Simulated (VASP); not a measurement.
# Cs (Im-3m) in VASP: further runs, part 2 of 2

VASP 6.6.1. The steps go on from the part before.

### Step 3. Single point, PBEsol (volume scaled by 0.98)

File INCAR:

```
SYSTEM = Cs
PREC = Accurate
ENCUT = 520
EDIFF = 1E-7
ISMEAR = -1
SIGMA = 0.05
LREAL = .False.
LASPH = .True.
NELM = 60
ALGO = Normal
ISIF = 2
LWAVE = .False.
LCHARG = .False.
GGA = PS
NBANDS = 10
```

File KPOINTS:

```
Automatic mesh
0
Gamma
  6 6 6
  0 0 0
```

File POSCAR:

```
Cs
1.0
   -3.1074680189      3.1074680189      3.1074680189
    3.1074680189     -3.1074680189      3.1074680189
    3.1074680189      3.1074680189     -3.1074680189
Cs
1
Direct
    0.0000000000      0.0000000000      0.0000000000
```

Potentials or basis: VASP PAW PBE potentials, release 64 (Cs_sv).

Run with:

```bash
$ cat potpaw_PBE.64/Cs_sv/POTCAR > POTCAR
$ mpirun -np 1 vasp_std > vasp.out
```

OUTCAR:

```text
SYSTEM = Cs
   PREC = Accurate
   ENCUT = 520
   EDIFF = 1E-7
   ISMEAR = -1
   LREAL = .False.
   LASPH = .True.
   NELM = 60
   ISIF = 2
   GGA = PS

 ion  position               nearest neighbor table
   1  0.000  0.000  0.000-

  LATTYP: Found a body centered cubic cell.
 ALAT       =     6.2149360378

  Lattice vectors:

 A1 = (  -3.1074680189,   3.1074680189,   3.1074680189)
 A2 = (   3.1074680189,  -3.1074680189,   3.1074680189)
 A3 = (   3.1074680189,   3.1074680189,  -3.1074680189)

Analysis of symmetry for initial positions (statically):
=====================================================================
 Subroutine PRICEL returns:
 Original cell was already a primitive cell.

 Routine SETGRP: Setting up the symmetry group for a
 body centered cubic supercell.

 Subroutine GETGRP returns: Found 48 space group operations
 (whereof 48 operations were pure point group operations)
 out of a pool of 48 trial point group operations.

The static configuration has the point symmetry O_h .

Analysis of symmetry for dynamics (positions and initial velocities):
[... 151 lines left out ...]
 fundamental gap:      0.1404453138
 Fermi energy:         0.2780322811

 k-point     1 :       0.0000    0.0000    0.0000
  band No.  band energies     occupation
      1     -23.6000      2.00000
      2     -10.3255      2.00000
      3     -10.3255      2.00000
      4     -10.3255      2.00000
      5      -1.3655      2.00000
      6       2.7466      0.00000
      7       2.7466      0.00000
      8       2.7466      0.00000
      9       3.5889      0.00000
     10       3.5889      0.00000
[... 183 lines left out ...]
 k-point    16 :       0.5000    0.5000    0.5000
  band No.  band energies     occupation
      1     -23.5904      2.00000
      2     -10.4111      2.00000
      3     -10.4111      2.00000
      4     -10.4111      2.00000
      5       0.9675      0.00000
      6       0.9675      0.00000
      7       3.1684      0.00000
      8       3.1684      0.00000
      9       3.1684      0.00000
     10       4.5138      0.00000

------------------------ aborting loop because EDIFF is reached ----------------------------------------

  FORCE on cell =-STRESS in cart. coord.  units (eV):
  Direction    XX          YY          ZZ          XY          YZ          ZX
  --------------------------------------------------------------------------------------
  -------------------------------------------------------------------------------------
  Total       -0.1284829     -0.1284829     -0.1284829      0.0000000      0.0000000     -0.0000000
  in kB       -1.7150462     -1.7150462     -1.7150462      0.0000000      0.0000000     -0.0000000
  external PRESSURE =      -1.7150462 kB  Pullay stress =       0.0000000 kB

 VOLUME and BASIS-vectors are now :
 -----------------------------------------------------------------------------
  energy-cutoff  :      520.00
  volume of cell :      120.03
      direct lattice vectors                 reciprocal lattice vectors
    -3.107468019  3.107468019  3.107468019     0.000000000  0.160902702  0.160902702
     3.107468019 -3.107468019  3.107468019     0.160902702  0.000000000  0.160902702
     3.107468019  3.107468019 -3.107468019     0.160902702  0.160902702  0.000000000

 POSITION                                       TOTAL-FORCE (eV/Angst)
 -----------------------------------------------------------------------------------
      0.00000      0.00000      0.00000         0.000000     -0.000000      0.000000
 -----------------------------------------------------------------------------------
    total drift:                               -0.000000     -0.000000     -0.000000

  FREE ENERGIE OF THE ION-ELECTRON SYSTEM (eV)
  ---------------------------------------------------
  free  energy   TOTEN  =        -0.9322836647 eV

  energy  without entropy=       -0.9142084706  energy(sigma->0) =       -0.92324607
```

Wall time 14 s (1 thread of Intel Xeon Platinum 8259CL at 2.50GHz (Skylake/Cascade Lake), shared host); peak memory 0.22 GiB.

Results:

* Free energy: -0.9323 eV
* Pressure: -0.2 GPa

Caveat: the PAW data sets were made with another functional, which shifts forces and pressure a little; spin-orbit coupling is left out, which moves the levels of the heavy elements.

### Step 4. Single point, PBEsol

File INCAR:

```
  PREC = Accurate
  ENCUT = 520
  EDIFF = 1E-7
  ISMEAR = -1
  SIGMA = 0.05
  LREAL = False
  LASPH = True
  NELM = 60
  ALGO = Normal
  ISIF = 2
  LWAVE = False
  LCHARG = False
  GGA = PS
  NBANDS = 10
```

File KPOINTS:

```
regular mesh
0
Gamma
  6 6 6
```

File POSCAR:

```
Cs
1.0
   -3.1284650614      3.1284650614      3.1284650614
    3.1284650614     -3.1284650614      3.1284650614
    3.1284650614      3.1284650614     -3.1284650614
Cs
1
Direct
    0.0000000000      0.0000000000      0.0000000000
```

Potentials or basis: VASP PAW PBE potentials, release 64 (Cs_sv).

Run with:

```bash
$ cat potpaw_PBE.64/Cs_sv/POTCAR > POTCAR
$ mpirun -np 1 vasp_std > vasp.out
```

OUTCAR:

```text
PREC = Accurate
   ENCUT = 520
   EDIFF = 1E-7
   ISMEAR = -1
   LREAL = False
   LASPH = True
   NELM = 60
   ISIF = 2
   GGA = PS

 ion  position               nearest neighbor table
   1  0.000  0.000  0.000-

  LATTYP: Found a body centered cubic cell.
 ALAT       =     6.2569301228

  Lattice vectors:

 A1 = (  -3.1284650614,   3.1284650614,   3.1284650614)
[... 375 lines left out ...]
      7       3.0739      0.00000
      8       3.0739      0.00000
      9       3.0739      0.00000
     10       4.3700      0.00000

------------------------ aborting loop because EDIFF is reached ----------------------------------------

  FORCE on cell =-STRESS in cart. coord.  units (eV):
  Direction    XX          YY          ZZ          XY          YZ          ZX
  --------------------------------------------------------------------------------------
  -------------------------------------------------------------------------------------
  Total       -0.1524318     -0.1524318     -0.1524318     -0.0000000     -0.0000000     -0.0000000
  in kB       -1.9940331     -1.9940331     -1.9940331     -0.0000000     -0.0000000     -0.0000000
  external PRESSURE =      -1.9940331 kB  Pullay stress =       0.0000000 kB

 VOLUME and BASIS-vectors are now :
 -----------------------------------------------------------------------------
  energy-cutoff  :      520.00
  volume of cell :      122.48
      direct lattice vectors                 reciprocal lattice vectors
    -3.128465061  3.128465061  3.128465061     0.000000000  0.159822785  0.159822785
     3.128465061 -3.128465061  3.128465061     0.159822785  0.000000000  0.159822785
     3.128465061  3.128465061 -3.128465061     0.159822785  0.159822785  0.000000000

 POSITION                                       TOTAL-FORCE (eV/Angst)
 -----------------------------------------------------------------------------------
      0.00000      0.00000      0.00000        -0.000000     -0.000000      0.000000
 -----------------------------------------------------------------------------------
    total drift:                               -0.000000      0.000000     -0.000000

  FREE ENERGIE OF THE ION-ELECTRON SYSTEM (eV)
  ---------------------------------------------------
  free  energy   TOTEN  =        -0.9295450754 eV

  energy  without entropy=       -0.9115587743  energy(sigma->0) =       -0.92055192
```

stdout:

```text
POSCAR found type information on POSCAR Cs
 POSCAR found :  1 types and       1 ions
 scaLAPACK will be used
 -----------------------------------------------------------------------------
|                                                                             |
|                                                                             |
|     You enforced a specific xc type in the INCAR file but a different       |
|     I HOPE YOU KNOW WHAT YOU ARE DOING!                                     |
|                                                                             |
 -----------------------------------------------------------------------------

 LDA part: xc-table for (Slater+PW92), standard interpolation
 POSCAR, INCAR and KPOINTS ok, starting setup
 FFT: planning ... GRIDC
 FFT: planning ... GRID_SOFT
 FFT: planning ... GRID
 WAVECAR not read
 entering main loop
```

Run time: 17 s. Hardware: 1 thread of Intel Xeon Platinum 8259CL at 2.50GHz (Skylake/Cascade Lake), shared host; peak memory 0.23 GiB.

What came out:

* Free energy: -0.9295 eV
* Pressure: -0.2 GPa

Caveat: the PAW data sets were made with another functional, which shifts forces and pressure a little; spin-orbit coupling is left out, which moves the levels of the heavy elements.

### Step 5. Single point, PBEsol (volume scaled by 1.02)

File INCAR:

```
SYSTEM = Cs
ALGO = Normal
EDIFF = 1E-6
ENCUT = 520
GGA = PS
ISIF = 2
ISMEAR = -1
LASPH = .TRUE.
LCHARG = .FALSE.
LREAL = .FALSE.
LWAVE = .FALSE.
NBANDS = 10
NELM = 60
PREC = Accurate
SIGMA = 0.05
```

File KPOINTS:

```
k-points
0
G
  6 6 6
  0 0 0
```

File POSCAR:

```
Cs
1.0
   -3.1491839769      3.1491839769      3.1491839769
    3.1491839769     -3.1491839769      3.1491839769
    3.1491839769      3.1491839769     -3.1491839769
Cs
1
Direct
    0.0000000000      0.0000000000      0.0000000000
```

Run with:

```bash
$ cat potpaw_PBE.64/Cs_sv/POTCAR > POTCAR
$ mpirun -np 1 vasp_std > vasp.out
```

Wall time 18 s (1 thread of Intel Xeon Platinum 8259CL at 2.50GHz (Skylake/Cascade Lake), shared host); peak memory 0.23 GiB.

It converged, with:

| Item | Value |
| --- | --- |
| Free energy | -0.9264 eV |
| Pressure | -0.2 GPa |

Levels at points of the mesh, in eV from the Fermi level:
| k point | band 1 | band 2 | band 3 | band 4 | band 5 | band 6 | band 7 | band 8 |
| --- | --- | --- | --- | --- | --- | --- | --- | --- |
| (0.00, 0.00, 0.00) | -23.91 | -10.64 | -10.64 | -10.64 | -1.60 | 2.44 | 2.44 | 2.44 |
| (0.50, 0.00, 0.00) | -23.90 | -10.74 | -10.67 | -10.64 | 0.06 | 0.79 | 1.65 | 3.06 |
| (0.50, 0.50, 0.50) | -23.90 | -10.71 | -10.71 | -10.71 | 0.72 | 0.72 | 2.80 | 2.80 |

Caveat: the PAW data sets were made with another functional, which shifts forces and pressure a little; spin-orbit coupling is left out, which moves the levels of the heavy elements.

### Step 6. Single point, PBEsol (volume scaled by 1.04)

File INCAR:

```
PREC = Accurate ; ENCUT = 520
EDIFF = 1E-7 ; ISMEAR = -1
SIGMA = 0.05 ; LREAL = False
LASPH = True ; NELM = 60
ALGO = Normal ; ISIF = 2
LWAVE = False ; LCHARG = False
GGA = PS ; NBANDS = 10
```

File KPOINTS:

```
Automatic mesh
0
Gamma
  6 6 6
```

File POSCAR:

```
Cs
1.0
   -3.1696337965      3.1696337965      3.1696337965
    3.1696337965     -3.1696337965      3.1696337965
    3.1696337965      3.1696337965     -3.1696337965
Cs
1
Direct
    0.0000000000      0.0000000000      0.0000000000
```

Potentials or basis: VASP PAW PBE potentials, release 64 (Cs_sv).

Run with:

```bash
$ cat potpaw_PBE.64/Cs_sv/POTCAR > POTCAR
$ mpirun -np 1 vasp_std > vasp.out
```

Run time: 17 s. Hardware: 1 thread of Intel Xeon Platinum 8259CL at 2.50GHz (Skylake/Cascade Lake), shared host; peak memory 0.24 GiB.

Results (log left out):

```
Free energy : -0.9229 eV
Pressure    : -0.2 GPa
```

Levels at points of the mesh, in eV from the Fermi level:
| k point | band 2 | band 3 | band 4 | band 5 | band 6 | band 7 |
| --- | --- | --- | --- | --- | --- | --- |
| (0.00, 0.00, 0.00) | -10.65 | -10.65 | -10.65 | -1.58 | 2.43 | 2.43 |
| (0.50, 0.00, 0.00) | -10.75 | -10.68 | -10.65 | 0.07 | 0.77 | 1.65 |
| (0.50, 0.50, 0.50) | -10.72 | -10.72 | -10.72 | 0.73 | 0.73 | 2.75 |

Caveat: the PAW data sets were made with another functional, which shifts forces and pressure a little; spin-orbit coupling is left out, which moves the levels of the heavy elements.

### Step 7. Overview

```csv
cell,gap on the mesh (eV),pressure (GPa)
"a = 5.419 Å, angles 109.5°, 1 atom",none,-0.2
"a = 5.382 Å, angles 109.5°, 1 atom",none,-0.2
"a = 5.455 Å, angles 109.5°, 1 atom",none,-0.2
"a = 5.490 Å, angles 109.5°, 1 atom",none,-0.2
```

Alike in all rows: task single point; level PBEsol; potentials or basis VASP PAW PBE potentials, release 64 (Cs_sv); no spin polarisation; k mesh 6 × 6 × 6; cutoff (eV) 520; smearing fermi-dirac 0.05 eV.

Caveats: the PAW data sets were made with another functional, which shifts forces and pressure a little; spin-orbit coupling is left out, which moves the levels of the heavy elements.

Total energies depend on the potentials used, so only differences within one code and one set of settings carry meaning.
